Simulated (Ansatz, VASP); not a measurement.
# Mg2SO: VASP beside Ansatz

The input POSCAR:

```
Mg2SO
1.0
    3.6748652521      0.0000000000      0.0000000000
    0.0000000000      3.6748652521      0.0000000000
    0.0000000000      0.0000000000      4.8839684028
O Mg S
1 2 1
Direct
    0.0000000000      0.0000000000      0.0000000000
    0.0000000000      0.5000000000      0.8113170196
    0.5000000000      0.0000000000      0.1886829804
    0.5000000000      0.5000000000      0.5000000000
```

Contents of INCAR.step1:

```
SYSTEM = Mg2SO
  PREC = Accurate
  ENCUT = 520
  EDIFF = 1E-5
  ISMEAR = 0
  SIGMA = 0.01
  LREAL = .FALSE.
  LASPH = .TRUE.
  NELM = 100
  ALGO = Normal
  ISIF = 2
  LWAVE = .TRUE.
  LCHARG = .FALSE.
  GGA = PE
  NBANDS = 16
```

Contents of INCAR.step2:

```
SYSTEM = Mg2SO
  PREC = Accurate
  ENCUT = 520
  EDIFF = 1E-7
  ISMEAR = 0
  SIGMA = 0.01
  LREAL = .FALSE.
  LASPH = .TRUE.
  NELM = 100
  ALGO = Normal
  ISIF = 2
  LWAVE = .FALSE.
  LCHARG = .FALSE.
  GGA = PE
  LHFCALC = .TRUE.
  HFSCREEN = 0.2079
  PRECFOCK = Normal
  ISTART = 1
  NBANDS = 16
```

KPOINTS

```
Automatic mesh
0
G
  4 4 2
  0 0 0
```

Input for Ansatz:

```yaml
crystal:
  lattice:
    - [3.6748652521, 0.0, 0.0]
    - [0.0, 3.6748652521, 0.0]
    - [0.0, 0.0, 4.8839684028]
  atoms:
    - { symbol: O, position: [0.0, 0.0, 0.0] }
    - { symbol: Mg, position: [0.0, 0.5, 0.8113170196] }
    - { symbol: S, position: [0.5, 0.5, 0.5] }
    - { symbol: Mg, position: [0.5, 0.0, 0.1886829804] }
kpoints:
  mp_grid: { grid: [4, 4, 2] }
hamiltonian:
  xc: hse06
scf:
  occupations: { method: fixed }
  n_extra_bands: 5
output:
  forces: true
  stress: true
  eigenvalues: true
basis:
  ecutwfc: 500
```

Alike in both runs: task single point; functional HSE06; k mesh 4 × 4 × 2; no spin polarisation.

|  | VASP | Ansatz |
| --- | --- | --- |
| version | VASP 6.6.1 | Ansatz 0.2.0 |
| potentials or method | VASP PAW PBE potentials, release 64 (O, Mg, S), cutoff 520 eV | plane waves |
| occupations | gaussian, width 0.01 eV | fixed |
| valence electrons in the cell | 16 | 32 |

|  | VASP | Ansatz | Ansatz less VASP |
| --- | --- | --- | --- |
| gap on the k mesh at the Fermi level (eV) | 2.64 | 2.66 | +0.022 |
| pressure (GPa) | -0.2 | 0.0 | +0.22 |
| rms of the force components (eV/Å) | 0.019 | 0.014 | -0.0056 |

VASP's potentials hold 16 valence electrons a cell and Ansatz's 32, so a difference there can come from the potentials and not from the codes. Ansatz's warnings: stress exchange threshold loose, stress scf threshold loose.

The k mesh is coarse, so the values compare programs but aren't converged.
